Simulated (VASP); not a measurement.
# CdTe (Cmcm) in VASP: notebook, part 3 of 3

VASP 6.6.1. The steps go on from the part before.

## (4) Electric field gradients, PBEsol (28.31 Å³/atom)

This run uses another cell than the first one, of 28.31 Å³/atom.

File INCAR:

```
PREC = Accurate ; ENCUT = 520
EDIFF = 1E-8 ; ISMEAR = -1
SIGMA = 0.05 ; LREAL = F
LASPH = T ; NELM = 60
ALGO = Normal ; ISIF = 2
LWAVE = F ; LCHARG = F
GGA = PS ; LEFG = T
NBANDS = 26
```

File KPOINTS:

```
regular mesh
0
Gamma
  9 9 6
```

File POSCAR:

```
CdTe
1.0
    3.0447179573     -3.0738391863      0.0000000000
    3.0447179573      3.0738391863      0.0000000000
    0.0000000000      0.0000000000      6.0497739093
Cd Te
2 2
Direct
    0.2770300000      0.7229700000      0.7500000000
    0.7229700000      0.2770300000      0.2500000000
    0.7661370000      0.2338630000      0.7500000000
    0.2338630000      0.7661370000      0.2500000000
```

Potentials or basis: VASP PAW PBE potentials, release 64 (Cd, Te).

Run with:

```console
> cat potpaw_PBE.64/Cd/POTCAR potpaw_PBE.64/Te/POTCAR > POTCAR
> mpirun -np 1 vasp_std > vasp.out
```

OUTCAR:

```text
PREC = Accurate
   ENCUT = 520
   EDIFF = 1E-8
   ISMEAR = -1
   LREAL = F
   LASPH = T
   NELM = 60
   ISIF = 2
   GGA = PS

 ion  position               nearest neighbor table
   1  0.277  0.723  0.750-   3 3.01   4 3.04   4 3.04   3 3.05   3 3.05   3 3.14
   2  0.723  0.277  0.250-   4 3.01   3 3.04   3 3.04   4 3.05   4 3.05   4 3.14
   3  0.766  0.234  0.750-   1 3.01   2 3.04   2 3.04   1 3.05   1 3.05   1 3.14
   4  0.234  0.766  0.250-   2 3.01   1 3.04   1 3.04   2 3.05   2 3.05   2 3.14

  LATTYP: Found a base centered orthorhombic cell.
 ALAT       =     6.0894359146
 B/A-ratio  =     1.0095645079
 C/A-ratio  =     0.9934867522

  Lattice vectors:

 A1 = (   3.0447179573,  -3.0738391863,   0.0000000000)
 A2 = (   3.0447179573,   3.0738391863,   0.0000000000)
 A3 = (   0.0000000000,   0.0000000000,   6.0497739093)

Analysis of symmetry for initial positions (statically):
=====================================================================
 Subroutine PRICEL returns:
 Original cell was already a primitive cell.

 Routine SETGRP: Setting up the symmetry group for a
 base centered orthorhombic supercell.

 Subroutine GETGRP returns: Found  8 space group operations
 (whereof  4 operations were pure point group operations)
 out of a pool of  8 trial point group operations.

The static configuration has the point symmetry C_2h.
 The point group associated with its full space group is D_2h.

Analysis of symmetry for dynamics (positions and initial velocities):
=====================================================================
 Subroutine PRICEL returns:
 Original cell was already a primitive cell.

 Routine SETGRP: Setting up the symmetry group for a
 base centered orthorhombic supercell.

 Subroutine GETGRP returns: Found  8 space group operations
 (whereof  4 operations were pure point group operations)
 out of a pool of  8 trial point group operations.

The dynamic configuration has the point symmetry C_2h.
 The point group associated with its full space group is D_2h.

 Subroutine INISYM returns: Found  8 space group operations
 (whereof  4 operations are pure point group operations),
 and found     1 'primitive' translations

----------------------------------------------------------------------------------------

                                     Primitive cell

  volume of cell :     113.2393

  direct lattice vectors                    reciprocal lattice vectors
     3.044717957 -3.073839186  0.000000000     0.164218823 -0.162663031  0.000000000
     3.044717957  3.073839186  0.000000000     0.164218823  0.162663031  0.000000000
     0.000000000  0.000000000  6.049773909     0.000000000  0.000000000  0.165295433

  length of vectors
     4.326522250  4.326522250  6.049773909     0.231142994  0.231142994  0.165295433

  position of ions in fractional coordinates (direct lattice)
     0.277030000  0.722970000  0.750000000
     0.722970000  0.277030000  0.250000000
     0.766137000  0.233863000  0.750000000
     0.233863000  0.766137000  0.250000000

  ion indices of the primitive-cell ions
   primitive index   ion index
                 1           1
                 2           2
                 3           3
                 4           4
[... 83 lines left out ...]
   NELECT =      36.0000    total number of electrons
   NUPDOWN=      -1.0000    fix difference up-down
   EMIN   =  10.00;   EMAX   =-10.00  energy-range for DOS
   EFERMI =   0.00;   METHOD = LEGACY
   ISMEAR =    -1;   SIGMA  =   0.05  broadening in eV -4-tet -1-fermi 0-gaus
   EFERMI_NEDOS =   21; number of points for ismear=-14 and -15
   IALGO  =     38    algorithm
   IMIX   =      4    mixing-type and parameters
     AMIX     =   0.40;   BMIX     =  1.00
     AMIX_MAG =   1.60;   BMIX_MAG =  1.00
  volume/ion in A,a.u.               =      28.31       191.04
  Fermi-wavevector in a.u.,A,eV,Ry     =   1.117317  2.111424 16.985487  1.248398
  Thomas-Fermi vector in A             =   2.253939
   LORBIT       =      0    0 simple, 1 ext, 2 COOP (PROOUT), +10 PAW based schemes
   GGA     = PS    functional components
   LHFCALC =     F    Hartree Fock is set to
   AEXX    =    0.0000 exact exchange contribution
   IVDW    =     0    specifies the selected vdW correction
   LEPSILON=     F    determine dielectric tensor
   LRPA    =     F    only Hartree local field effects (RPA)
 non-spin polarized calculation
  energy-cutoff  :      520.00
  volume of cell :      113.24
 maximum number of plane-waves:      3082
   NGX = 17   NGY = 17   NGZ = 23

 number of electron      36.0000003 magnetization

 Free energy of the ion-electron system (eV)
  ---------------------------------------------------
  ext. energy  EPLUGINS =         0.00000000
  ---------------------------------------------------
  free energy    TOTEN  =       -10.44825137 eV

  energy without entropy =      -10.43107279  energy(sigma->0) =      -10.43966208

 E-fermi :   3.8142     XC(G=0):  -9.9088

 val. band max:        3.8069297521   @ k =   0.4444   0.0000   0.1667
 cond. band min:       3.8219847753   @ k =  -0.3333   0.3333   0.0000
 fundamental gap:      0.0150550232
 Fermi energy:         3.8141628895

 k-point     1 :       0.0000    0.0000    0.0000
  band No.  band energies     occupation
      1      -7.8093      2.00000
      2      -6.9350      2.00000
      3      -4.4348      2.00000
      4      -4.4185      2.00000
      5      -4.4020      2.00000
      6      -4.3774      2.00000
[... 685 lines left out ...]
     25      13.0117      0.00000
     26      13.1630      0.00000

 [... further k-points ...]
[... 5 lines left out ...]
  --------------------------------------------------------------------------------------
  -------------------------------------------------------------------------------------
  Total       -1.6225901     -1.6618837     -1.3426328      0.0000000     -0.0000000      0.0000000
  in kB      -22.9573652    -23.5133152    -18.9963642      0.0000000     -0.0000000      0.0000000
  external PRESSURE =     -21.8223482 kB  Pullay stress =       0.0000000 kB

 VOLUME and BASIS-vectors are now :
 -----------------------------------------------------------------------------
  energy-cutoff  :      520.00
  volume of cell :      113.24
      direct lattice vectors                 reciprocal lattice vectors
     3.044717957 -3.073839186  0.000000000     0.164218823 -0.162663031  0.000000000
     3.044717957  3.073839186  0.000000000     0.164218823  0.162663031  0.000000000
     0.000000000  0.000000000  6.049773909     0.000000000  0.000000000  0.165295433

 POSITION                                       TOTAL-FORCE (eV/Angst)
 -----------------------------------------------------------------------------------
      3.04472      1.37075      4.53733         0.000000      0.046662     -0.000000
      3.04472     -1.37075      1.51244         0.000000     -0.046662      0.000000
      3.04472     -1.63612      4.53733         0.000000      0.032625      0.000000
      3.04472      1.63612      1.51244         0.000000     -0.032625      0.000000
 -----------------------------------------------------------------------------------
    total drift:                                0.000000      0.000000      0.000000

  FREE ENERGIE OF THE ION-ELECTRON SYSTEM (eV)
  ---------------------------------------------------
  free  energy   TOTEN  =       -10.4482513690 eV

  energy  without entropy=      -10.4310727857  energy(sigma->0) =      -10.43966208

 Electric field gradients (V/A^2)
---------------------------------------------------------------------
 ion       V_xx      V_yy      V_zz      V_xy      V_xz      V_yz
---------------------------------------------------------------------
   1      -0.316     5.226    -4.910     0.000    -0.000    -0.000
   2      -0.316     5.226    -4.910     0.000    -0.000     0.000
   3       7.989    -7.881    -0.108     0.000     0.000     0.000
   4       7.989    -7.881    -0.108    -0.000     0.000     0.000
---------------------------------------------------------------------

 Electric field gradients after diagonalization (V/A^2)
 (convention: |V_zz| > |V_xx| > |V_yy|)
----------------------------------------------------------------------
 ion       V_xx      V_yy      V_zz     asymmetry (V_yy - V_xx)/ V_zz
----------------------------------------------------------------------
   1      -4.910    -0.316     5.226       0.879
   2      -4.910    -0.316     5.226       0.879
   3      -7.881    -0.108     7.989       0.973
   4      -7.881    -0.108     7.989       0.973
----------------------------------------------------------------------

           NMR quadrupolar parameters

 Cq : quadrupolar parameter    Cq=e*Q*V_zz/h
 eta: asymmetry parameters     (V_yy - V_xx)/ V_zz
 Q  : nuclear electric quadrupole moment in mb (millibarn)
----------------------------------------------------------------------
 ion       Cq(MHz)       eta       Q (mb)
----------------------------------------------------------------------
   1       0.013       0.879       1.000
   2       0.013       0.879       1.000
   3       0.019       0.973       1.000
   4       0.019       0.973       1.000
----------------------------------------------------------------------
```

OSZICAR:

```text
N       E                     dE             d eps       ncg     rms          rms(c)
DAV:   1     0.223399338715E+03    0.22340E+03   -0.16529E+04  5200   0.124E+03
DAV:   2    -0.359672207738E+00   -0.22376E+03   -0.21645E+03  5622   0.297E+02
DAV:   3    -0.108778194090E+02   -0.10518E+02   -0.10404E+02  6268   0.652E+01
DAV:   4    -0.109946466490E+02   -0.11683E+00   -0.11674E+00  6320   0.574E+00
DAV:   5    -0.109964319458E+02   -0.17853E-02   -0.17853E-02  6044   0.669E-01    0.774E+00
DAV:   6    -0.104739642985E+02    0.52247E+00   -0.11214E+00  5472   0.102E+01    0.644E+00
DAV:   7    -0.104514951341E+02    0.22469E-01   -0.24366E-01  5742   0.256E+00    0.251E+00
DAV:   8    -0.104486872647E+02    0.28079E-02   -0.18655E-02  5478   0.136E+00    0.614E-01
DAV:   9    -0.104482629538E+02    0.42431E-03   -0.23477E-03  5998   0.417E-01    0.961E-02
DAV:  10    -0.104482434669E+02    0.19487E-04   -0.20607E-04  5522   0.139E-01    0.434E-02
DAV:  11    -0.104482603044E+02   -0.16838E-04   -0.92297E-05  5684   0.660E-02    0.472E-02
DAV:  12    -0.104482519327E+02    0.83717E-05   -0.21018E-05  5366   0.386E-02    0.248E-02
DAV:  13    -0.104482523144E+02   -0.38170E-06   -0.21072E-06  5798   0.738E-03    0.270E-02
DAV:  14    -0.104482510965E+02    0.12179E-05   -0.15185E-06  5610   0.604E-03    0.115E-02
DAV:  15    -0.104482512268E+02   -0.13031E-06   -0.12320E-07  5554   0.200E-03    0.892E-03
DAV:  16    -0.104482512680E+02   -0.41123E-07   -0.12395E-08  3530   0.552E-04    0.557E-03
DAV:  17    -0.104482513750E+02   -0.10700E-06   -0.74384E-08  5352   0.156E-03    0.107E-03
DAV:  18    -0.104482513690E+02    0.59890E-08   -0.65911E-09  2738   0.483E-04
   1 F= -.10448251E+02 E0= -.10439662E+02  d E =-.171786E-01
```

Wall time 3.6 min (1 thread of Intel Xeon Platinum 8488C (Sapphire Rapids), shared host); peak memory 0.39 GiB.

What came out:

- Free energy: -10.4483 eV
- Pressure: -2.2 GPa
- Largest force: 0.047 eV/Å
- Band gap on the k mesh: zero (bands 18 and 19 overlap by 1.25 eV)
- Largest electric field gradient by atom: Cd +5.2; Te +8.0 V/Å²

Forces in eV/Å, atoms in the order of the input:
```
Cd   0.000  0.047  0.000
Cd   0.000 -0.047  0.000
Te   0.000  0.033  0.000
Te   0.000 -0.033  0.000
```

Electric field gradients, principal values (V/Å²):
```tsv
atom	least	middle	greatest (by size)
1 Cd	-0.316	-4.910	5.226
2 Cd	-0.316	-4.910	5.226
3 Te	-0.108	-7.881	7.989
4 Te	-0.108	-7.881	7.989
```

Caveat: without QUAD_EFG the Cq values of the log hold for a quadrupole moment of 1 mb, not for the nuclei; the PAW data sets were made with another functional, which shifts forces and pressure a little; spin-orbit coupling is left out, which moves the levels of the heavy elements.
